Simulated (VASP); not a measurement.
# LiH in VASP: further runs

Runs on LiH. Level: PBE. Tasks: single point.

All numbers are computed with VASP 6.6.1; they aren't measurements. Logs are shortened: lines on timing, memory, paths and dates and some standing lists are left out, and cuts for length are marked.

### Step 1. The cell of the first run

It takes space group R-3m (No. 166, trigonal). Conventional cell: a = 2.807 Å, b = 2.807 Å, c = 28.560 Å, α = 90.00°, β = 90.00°, γ = 120.00°. Within 2.9 Å of Li (site symmetry -3m) lie 6 H at 2.03 Å and 8 Li at 2.45 to 2.81 Å. Li (site symmetry -3m) has 6 H at 1.99 Å within 2.6 Å. Li (site symmetry 3m) has 6 H at 1.99 to 2.03 Å and 1 Li at 2.45 Å within 2.6 Å. H (site symmetry 3m) has 6 Li at 1.99 Å within 2.6 Å. H (site symmetry 3m) has 6 Li at 2.03 Å and 12 H at 2.81 to 2.93 Å within 3.0 Å.

### Step 2. Single point, PBE

INCAR

```
  PREC = Accurate
  ENCUT = 520
  EDIFF = 1E-6
  ISMEAR = 0
  SIGMA = 0.1
  LREAL = False
  LASPH = True
  NELM = 60
  ALGO = Normal
  ISIF = 2
  LWAVE = False
  LCHARG = True
  GGA = PE
  LELF = True
  LVHAR = True
  NBANDS = 18
```

KPOINTS

```
regular mesh
0
Gamma
  6 6 6
```

POSCAR

```
LiH
1.0
   -1.4032997754      2.4305865092      0.0000000000
   -2.8065995508      0.0000000000      0.0000000000
   -1.4032997754      0.8101955031      9.5201142129
Li H
4 4
Direct
    0.0000000000      0.0000000000      0.0000000000
    0.5000000000      0.5000000000      0.5000000000
    0.0857515455      0.0857515455      0.7427453634
    0.9142484545      0.9142484545      0.2572546366
    0.2071578460      0.2071578460      0.3785264620
    0.7928421540      0.7928421540      0.6214735380
    0.3761719217      0.3761719217      0.8714842349
    0.6238280783      0.6238280783      0.1285157651
```

Potentials or basis: VASP PAW PBE potentials, release 64 (Li_sv, H).

Started as:

```sh
$ cat potpaw_PBE.64/Li_sv/POTCAR potpaw_PBE.64/H/POTCAR > POTCAR
$ mpirun -np 1 vasp_std > vasp.out
```

OUTCAR:

```text
PREC = Accurate
   ENCUT = 520
   EDIFF = 1E-6
   ISMEAR = 0
   LREAL = False
   LASPH = True
   NELM = 60
   ISIF = 2
   GGA = PE

 ion  position               nearest neighbor table
   1  0.000  0.000  0.000-   3 2.45   4 2.45
   2  0.500  0.500  0.500-
   3  0.086  0.086  0.743-   1 2.45
   4  0.914  0.914  0.257-   1 2.45
   5  0.207  0.207  0.379-
   6  0.793  0.793  0.621-
   7  0.376  0.376  0.871-
   8  0.624  0.624  0.129-

  LATTYP: Found a trigonal (rhomboedric) cell.
 ALAT       =     9.6570306844
 COS(alpha) =     0.9577678021

  Lattice vectors:

 A1 = (  -0.0000000000,  -1.6203910061,   9.5201142129)
 A2 = (   1.4032997754,   0.8101955031,   9.5201142129)
 A3 = (  -1.4032997754,   0.8101955031,   9.5201142129)

Analysis of symmetry for initial positions (statically):
=====================================================================
 Subroutine PRICEL returns:
 Original cell was already a primitive cell.

 Routine SETGRP: Setting up the symmetry group for a
 trigonal (rhombohedral) supercell.

 Subroutine GETGRP returns: Found 12 space group operations
 (whereof 12 operations were pure point group operations)
 out of a pool of 12 trial point group operations.

The static configuration has the point symmetry D_3d.

Analysis of symmetry for dynamics (positions and initial velocities):
=====================================================================
 Subroutine PRICEL returns:
 Original cell was already a primitive cell.

 Routine SETGRP: Setting up the symmetry group for a
 trigonal (rhombohedral) supercell.

 Subroutine GETGRP returns: Found 12 space group operations
 (whereof 12 operations were pure point group operations)
 out of a pool of 12 trial point group operations.

The dynamic configuration has the point symmetry D_3d.

 Subroutine INISYM returns: Found 12 space group operations
 (whereof 12 operations are pure point group operations),
 and found     1 'primitive' translations

----------------------------------------------------------------------------------------

[... 104 lines left out ...]
   EDIFF  = 0.1E-05   stopping-criterion for ELM
   LREAL  =      F    real-space projection
   EDIFFG = 0.1E-04   stopping-criterion for IOM
   NSW    =      0    number of steps for IOM
   IBRION =     -1    ionic relax: 0-MD 1-quasi-New 2-CG
   NFREE  =      0    steps in history (QN), initial steepest desc. (CG)
   ISIF   =      2    stress and relaxation
   ISYM   =      2    0-nonsym 1-usesym 2-fastsym
   POTIM  = 0.5000    time-step for ionic-motion
   TEBEG  =    0.0;   TEEND  =   0.0 temperature during run
   PSTRESS=    0.0 pullay stress
   NELECT =      16.0000    total number of electrons
   NUPDOWN=      -1.0000    fix difference up-down
   EMIN   =  10.00;   EMAX   =-10.00  energy-range for DOS
   EFERMI =   0.00;   METHOD = LEGACY
   ISMEAR =     0;   SIGMA  =   0.10  broadening in eV -4-tet -1-fermi 0-gaus
   EFERMI_NEDOS =   21; number of points for ismear=-14 and -15
   IALGO  =     38    algorithm
   IMIX   =      4    mixing-type and parameters
     AMIX     =   0.40;   BMIX     =  1.00
     AMIX_MAG =   1.60;   BMIX_MAG =  1.00
  volume/ion in A,a.u.               =       8.12        54.78
  Fermi-wavevector in a.u.,A,eV,Ry     =   1.026290  1.939408 14.330635  1.053272
  Thomas-Fermi vector in A             =   2.160175
   LORBIT       =      0    0 simple, 1 ext, 2 COOP (PROOUT), +10 PAW based schemes
   GGA     = PE    functional components
   LHFCALC =     F    Hartree Fock is set to
   AEXX    =    0.0000 exact exchange contribution
   IVDW    =     0    specifies the selected vdW correction
   LEPSILON=     F    determine dielectric tensor
   LRPA    =     F    only Hartree local field effects (RPA)
 non-spin polarized calculation
 Gauss-broadening in eV      SIGMA  =   0.10
  energy-cutoff  :      520.00
  volume of cell :       64.94
 maximum number of plane-waves:      1766
 NGX is ok and might be reduce to    24
   NGX = 11   NGY = 11   NGZ = 35

 number of electron      15.9999989 magnetization

 Free energy of the ion-electron system (eV)
  ---------------------------------------------------
  ext. energy  EPLUGINS =         0.00000000
  ---------------------------------------------------
  free energy    TOTEN  =       -24.29245392 eV

  energy without entropy =      -24.29245392  energy(sigma->0) =      -24.29245392

 E-fermi :   0.4349     XC(G=0):  -8.4804

 val. band max:        0.0032904293   @ k =   0.5000   0.5000  -0.0000
 cond. band min:       3.6226209784   @ k =   0.5000   0.0000   0.0000
 fundamental gap:      3.6193305491
 Fermi energy:         0.4349242983

 k-point     1 :       0.0000    0.0000    0.0000
  band No.  band energies     occupation
      1     -44.3617      2.00000
      2     -44.3038      2.00000
      3     -44.3003      2.00000
      4     -44.2492      2.00000
      5      -5.3594      2.00000
      6      -4.3561      2.00000
[... 481 lines left out ...]
      5      -3.5561      2.00000
      6      -3.1180      2.00000
[... 10 lines left out ...]
     17      13.3288      0.00000
     18      13.6580      0.00000

 [... further k-points ...]

------------------------ aborting loop because EDIFF is reached ----------------------------------------

  FORCE on cell =-STRESS in cart. coord.  units (eV):
  Direction    XX          YY          ZZ          XY          YZ          ZX
  --------------------------------------------------------------------------------------
  -------------------------------------------------------------------------------------
  Total       -0.0965962     -0.0965962     -0.0720658      0.0000000     -0.0000000      0.0000000
  in kB       -2.3830715     -2.3830715     -1.7778956      0.0000000     -0.0000000      0.0000000
  external PRESSURE =      -2.1813462 kB  Pullay stress =       0.0000000 kB

 VOLUME and BASIS-vectors are now :
 -----------------------------------------------------------------------------
  energy-cutoff  :      520.00
  volume of cell :       64.94
      direct lattice vectors                 reciprocal lattice vectors
    -1.403299775  2.430586509  0.000000000     0.000000000  0.411423332 -0.035013586
    -2.806599551  0.000000000  0.000000000    -0.356303057 -0.205711666 -0.035013586
    -1.403299775  0.810195503  9.520114213     0.000000000  0.000000000  0.105040757

 POSITION                                       TOTAL-FORCE (eV/Angst)
 -----------------------------------------------------------------------------------
      0.00000      0.00000      0.00000        -0.000000      0.000000     -0.000000
     -2.80660      1.62039      4.76006        -0.000000      0.000000     -0.000000
     -1.40330      0.81020      7.07102        -0.000000     -0.000000     -0.001983
     -4.20990      2.43059      2.44909         0.000000      0.000000      0.001983
     -1.40330      0.81020      3.60362         0.000000      0.000000      0.000331
     -4.20990      2.43059      5.91650        -0.000000     -0.000000     -0.000331
     -2.80660      1.62039      8.29663        -0.000000     -0.000000     -0.000230
     -2.80660      1.62039      1.22348        -0.000000      0.000000      0.000230
 -----------------------------------------------------------------------------------
    total drift:                                0.000000     -0.000000     -0.000000

  FREE ENERGIE OF THE ION-ELECTRON SYSTEM (eV)
  ---------------------------------------------------
  free  energy   TOTEN  =       -24.2924539188 eV

  energy  without entropy=      -24.2924539188  energy(sigma->0) =      -24.29245392
```

stdout:

```text
POSCAR found type information on POSCAR LiH
 POSCAR found :  2 types and       8 ions
 scaLAPACK will be used
 LDA part: xc-table for (Slater+PW92), standard interpolation
 POSCAR, INCAR and KPOINTS ok, starting setup
 FFT: planning ... GRIDC
 FFT: planning ... GRID_SOFT
 FFT: planning ... GRID
 WAVECAR not read
 entering main loop
```

Wall time 34 s (1 thread of Intel Xeon Platinum 8259CL at 2.50GHz (Skylake/Cascade Lake), shared host); peak memory 0.19 GiB.

Results:

```yaml
Free_energy: -24.2925 eV
Band_gap_on_the_k_mesh: 3.62 eV (least direct gap 3.70 eV)
```

Caveat: the k points lie up to 0.43 Å⁻¹ apart; the cutoff is under 1.25 times the usual one of these potentials, so pressure, stress and relaxed cells hold a basis-set (Pulay) error. A k mesh can miss the band edges.

### Step 3. Single point, PBE

INCAR

```
SYSTEM = LiH
PREC     = Accurate       ! precision mode
ENCUT    = 520            ! plane-wave cutoff, eV
EDIFF    = 1E-6           ! SCF threshold, eV
ISMEAR   = 0              ! smearing method
SIGMA    = 0.1            ! smearing width, eV
LREAL    = .False.        ! projectors in reciprocal space
LASPH    = .True.         ! aspherical terms in the spheres
NELM     = 60             ! most SCF steps
ALGO     = Normal         ! electronic algorithm
ISIF     = 2              ! what is computed and relaxed
LWAVE    = .False.        ! write WAVECAR
LCHARG   = .False.        ! write CHGCAR
GGA      = PE             ! functional
NBANDS   = 18             ! bands
```

KPOINTS

```
regular mesh
0
Gamma
  6 6 6
  0 0 0
```

POSCAR

```
LiH
1.0
   -1.4025117342      2.4315077539     -0.0033535292
   -2.8038738107      0.0006698402      0.0009866612
   -1.4057056906      0.7954742239      9.5113698184
Li H
4 4
Direct
    0.0052962477     -0.0041907702      0.0000386414
    0.4985355903      0.5010225842      0.4999054491
    0.0872177969      0.0855229476      0.7426900716
    0.9083135901      0.9175280164      0.2573040193
    0.2055985656      0.2082706849      0.3784936517
    0.7934508699      0.7933821381      0.6213800739
    0.3775889910      0.3753714887      0.8715252784
    0.6239983484      0.6230929102      0.1286628144
```

Potentials or basis: VASP PAW PBE potentials, release 64 (Li_sv, H).

Started as:

```sh
$ cat potpaw_PBE.64/Li_sv/POTCAR potpaw_PBE.64/H/POTCAR > POTCAR
$ mpirun -np 1 vasp_std > vasp.out
```

Wall time 1.7 min (1 thread of Intel Xeon Platinum 8259CL at 2.50GHz (Skylake/Cascade Lake), shared host); peak memory 0.24 GiB.

Results (log left out):

```
Free energy            : -24.2922 eV
Largest force          : 0.008 eV/Å
Band gap on the k mesh : 3.59 eV (least direct gap 3.69 eV)
```

Forces on the atoms (eV/Å):
```
Li  -0.002 -0.005  0.000
Li  -0.001  0.002  0.002
Li   0.000 -0.002 -0.002
Li   0.000  0.008  0.001
H    0.000 -0.004  0.002
H    0.003 -0.002  0.001
H    0.001  0.004 -0.001
H   -0.001 -0.001 -0.003
```

Levels at points of the mesh, in eV from the valence-band top:
| k point | band 5 | band 6 | band 7 | band 8 | band 9 | band 10 | band 11 | band 12 |
| --- | --- | --- | --- | --- | --- | --- | --- | --- |
| (0.00, 0.00, 0.00) | -5.37 | -4.37 | -4.35 | -2.83 | 4.71 | 9.06 | 9.08 | 14.08 |
| (0.50, 0.00, 0.00) | -2.38 | -2.19 | -0.58 | -0.55 | 3.59 | 4.52 | 5.20 | 5.68 |
| (0.00, 0.50, 0.00) | -2.38 | -2.18 | -0.56 | -0.55 | 3.63 | 4.49 | 5.23 | 5.69 |
| (0.50, 0.50, 0.00) | -2.55 | -1.56 | -1.52 | -0.01 | 3.70 | 4.61 | 4.92 | 5.30 |
| (0.00, 0.00, 0.50) | -5.21 | -4.99 | -3.39 | -3.38 | 5.89 | 6.07 | 13.08 | 13.09 |
| (0.50, 0.00, 0.50) | -2.56 | -1.55 | -1.53 | -0.01 | 3.68 | 4.63 | 4.89 | 5.29 |
| (0.00, 0.50, 0.50) | -2.55 | -1.56 | -1.51 | 0.00 | 3.71 | 4.61 | 4.93 | 5.30 |
| (0.50, 0.50, 0.50) | -2.37 | -2.19 | -0.56 | -0.56 | 3.62 | 4.49 | 5.22 | 5.69 |

Caveat: the k points lie up to 0.43 Å⁻¹ apart; the cutoff is under 1.25 times the usual one of these potentials, so pressure, stress and relaxed cells hold a basis-set (Pulay) error. A k mesh can miss the band edges.

### Step 4. Single point, PBE

This run uses another cell than the first one, of 5.08 Å³/atom.

INCAR

```
SYSTEM = LiH
PREC = Accurate ; ENCUT = 520
EDIFF = 1E-6 ; ISMEAR = 0
SIGMA = 0.1 ; LREAL = .FALSE.
LASPH = .TRUE. ; NELM = 80
ALGO = Normal ; ISIF = 2
LWAVE = .FALSE. ; LCHARG = .TRUE.
GGA = PE ; LELF = .TRUE.
LVHAR = .TRUE. ; NBANDS = 18
```

KPOINTS

```
Automatic mesh
0
G
  12 12 12
  0 0 0
```

POSCAR

```
LiH
1.0
    1.1782360000      0.6802548700      8.4436712600
   -1.1782360000      0.6802548700      8.4436712600
    0.0000000000     -1.3605097400      8.4436712600
Li H
4 4
Direct
    0.0000000000      0.0000000000      0.0000000000
    0.5000000000      0.5000000000      0.5000000000
    0.9143689900      0.9143689900      0.9143689900
    0.0856310100      0.0856310100      0.0856310100
    0.7925329800      0.7925329800      0.7925329800
    0.2074670200      0.2074670200      0.2074670200
    0.6241740000      0.6241740000      0.6241740000
    0.3758260000      0.3758260000      0.3758260000
```

Potentials or basis: VASP PAW PBE potentials, release 64 (Li_sv, H).

Started as:

```sh
$ cat potpaw_PBE.64/Li_sv/POTCAR potpaw_PBE.64/H/POTCAR > POTCAR
$ mpirun -np 1 vasp_std > vasp.out
```

OUTCAR:

```text
SYSTEM = LiH
   PREC = Accurate
   ENCUT = 520
   EDIFF = 1E-6
   ISMEAR = 0
   LREAL = .FALSE.
   LASPH = .TRUE.
   NELM = 80
   ISIF = 2
   GGA = PE

 ion  position               nearest neighbor table
   1  0.000  0.000  0.000-   7 1.73   8 1.73   7 1.73   7 1.73   8 1.73   8 1.73   4 2.17   3 2.17

   2  0.500  0.500  0.500-   6 1.71   5 1.71   6 1.71   6 1.71   5 1.71   5 1.71   3 2.46   4 2.46
                             3 2.46   4 2.46   3 2.46   4 2.46
   3  0.914  0.914  0.914-   6 1.70   6 1.70   6 1.70   7 1.75   7 1.75   7 1.75   1 2.17   2 2.46
                             2 2.46   2 2.46
   4  0.086  0.086  0.086-   5 1.70   5 1.70   5 1.70   8 1.75   8 1.75   8 1.75   1 2.17   2 2.46
                             2 2.46   2 2.46
   5  0.793  0.793  0.793-   4 1.70   4 1.70   4 1.70   2 1.71   2 1.71   2 1.71
   6  0.207  0.207  0.207-   3 1.70   3 1.70   3 1.70   2 1.71   2 1.71   2 1.71
   7  0.624  0.624  0.624-   1 1.73   1 1.73   1 1.73   3 1.75   3 1.75   3 1.75
   8  0.376  0.376  0.376-   1 1.73   1 1.73   1 1.73   4 1.75   4 1.75   4 1.75

  LATTYP: Found a trigonal (rhomboedric) cell.
 ALAT       =     8.5525768694
 COS(alpha) =     0.9620422381

  Lattice vectors:

 A1 = (   1.1782360000,   0.6802548700,   8.4436712600)
[... 202 lines left out ...]
      5      -4.4115      2.00000
      6      -3.5482      2.00000
[... 481 lines left out ...]
      5      -0.3557      2.00000
      6      -0.0856      2.00000
[... 10 lines left out ...]
     17      15.7863      0.00000
     18      17.4075      0.00000

 [... further k-points ...]

------------------------ aborting loop because EDIFF is reached ----------------------------------------

  FORCE on cell =-STRESS in cart. coord.  units (eV):
  Direction    XX          YY          ZZ          XY          YZ          ZX
  --------------------------------------------------------------------------------------
  -------------------------------------------------------------------------------------
  Total       10.0703397     10.0703397      7.5622093      0.0000000      0.0000000      0.0000000
  in kB      397.3454003    397.3453983    298.3820960      0.0000000      0.0000000      0.0000000
  external PRESSURE =     364.3576315 kB  Pullay stress =       0.0000000 kB

 VOLUME and BASIS-vectors are now :
 -----------------------------------------------------------------------------
  energy-cutoff  :      520.00
  volume of cell :       40.61
      direct lattice vectors                 reciprocal lattice vectors
     1.178236000  0.680254870  8.443671260     0.424363201  0.245006209  0.039477299
    -1.178236000  0.680254870  8.443671260    -0.424363201  0.245006209  0.039477299
     0.000000000 -1.360509740  8.443671260     0.000000000 -0.490012417  0.039477299

 POSITION                                       TOTAL-FORCE (eV/Angst)
 -----------------------------------------------------------------------------------
      0.00000      0.00000      0.00000         0.000000     -0.000000     -0.000000
      0.00000      0.00000     12.66551         0.000000     -0.000000     -0.000000
      0.00000      0.00000     23.16189         0.000000      0.000000      0.223996
      0.00000      0.00000      2.16912         0.000000      0.000000     -0.223996
      0.00000      0.00000     20.07566         0.000000      0.000000      0.059558
      0.00000      0.00000      5.25535         0.000000     -0.000000     -0.059558
      0.00000      0.00000     15.81096         0.000000      0.000000     -0.063267
      0.00000      0.00000      9.52005         0.000000     -0.000000      0.063267
 -----------------------------------------------------------------------------------
    total drift:                               -0.000000      0.000000     -0.000000

  FREE ENERGIE OF THE ION-ELECTRON SYSTEM (eV)
  ---------------------------------------------------
  free  energy   TOTEN  =       -22.2700122073 eV

  energy  without entropy=      -22.2700122073  energy(sigma->0) =      -22.27001221
```

Wall time 19 min (1 thread of Intel Xeon Platinum 8259CL at 2.50GHz (Skylake/Cascade Lake), shared host); peak memory 0.56 GiB.

What came out:

| Property | Result |
| --- | --- |
| Free energy | -22.2700 eV |
| Largest force | 0.224 eV/Å |
| Band gap on the k mesh | 3.40 eV |

Forces on the atoms (eV/Å):
```
Li   0.000  0.000  0.000
Li   0.000  0.000  0.000
Li   0.000  0.000  0.224
Li   0.000  0.000 -0.224
H    0.000  0.000  0.060
H    0.000  0.000 -0.060
H    0.000  0.000 -0.063
H    0.000  0.000  0.063
```

Caveat: the cutoff is under 1.25 times the usual one of these potentials, so pressure, stress and relaxed cells hold a basis-set (Pulay) error. A k mesh can miss the band edges.

### Step 5. Summary

```csv
cell,k mesh,gap on the mesh (eV),largest force (eV/Å)
"a = 2.807, b = 2.807, c = 9.657 Å, angles 81.6, 81.6, 60.0°, 8 atoms, atomic positions A",6 × 6 × 6,3.62,-
"a = 2.807, b = 2.804, c = 9.648 Å, angles 81.6, 81.8, 60.0°, 8 atoms, atomic positions B",6 × 6 × 6,3.59,0.01
"a = 8.553 Å, angles 15.8°, 8 atoms, atomic positions C",12 × 12 × 12,3.40,0.22
```

Alike in all rows: task single point; level PBE; potentials or basis VASP PAW PBE potentials, release 64 (Li_sv, H); no spin polarisation; cutoff (eV) 520; smearing gaussian 0.1 eV.

Caveats: some runs use coarse meshes; the cutoff is under 1.25 times the usual one of these potentials, so pressure, stress and relaxed cells hold a basis-set (Pulay) error.

Total energies depend on the potentials used, so only differences within one code and one set of settings carry meaning.
